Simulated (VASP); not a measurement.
Al2Pt: single point with r2SCAN

The system is Al2Pt.

```
Pt Al
1.0
     0.00000    2.99389    2.99389
     2.99389    0.00000    2.99389
     2.99389    2.99389    0.00000
Pt Al
1 2
Cartesian
  0.0000 0.0000 0.0000
  4.4908 4.4908 4.4908
  1.4969 1.4969 1.4969
```

* Program: VASP 6.6.1
* Task: single point
* Functional: r2SCAN
* Potentials or basis: VASP PAW PBE potentials, release 64 (Pt, Al)
* Cutoff: 520 eV
* k mesh: 8 × 8 × 8
* Occupations: fermi-dirac, width 0.05 eV
* Spin: no spin polarisation
* Dipole correction: no
* Further INCAR settings: ALGO = Normal; EDIFF = 1e-06; NBANDS = 15

| Item | Value |
| --- | --- |
| Pressure | -5.7 GPa |
| Band gap on the k mesh | zero (band 8 reaches 11.28 eV, above the bottom of band 9 at 5.70 eV) |

Levels at points of the mesh, in eV from the Fermi level:
```
           k point  band 6  band 7  band 8  band 9  band 10  band 11
(0.00, 0.00, 0.00)   -3.71    3.38    3.97    3.97     3.97     5.58
(0.50, 0.00, 0.00)   -3.47   -3.47    1.07    1.07     4.27     5.39
(0.50, 0.50, 0.00)   -3.46   -3.21   -1.60   -1.60     3.30     3.69
```

Wall time 63 s on 1 thread of Intel(R) Xeon(R) Platinum 8259CL CPU @ 2.50GHz (Skylake/Cascade Lake), on a shared host, peak memory 0.19 GiB.

Caveat: the PAW data sets were made with another functional, which shifts forces and pressure a little; spin-orbit coupling is left out, which moves the levels of the heavy elements.
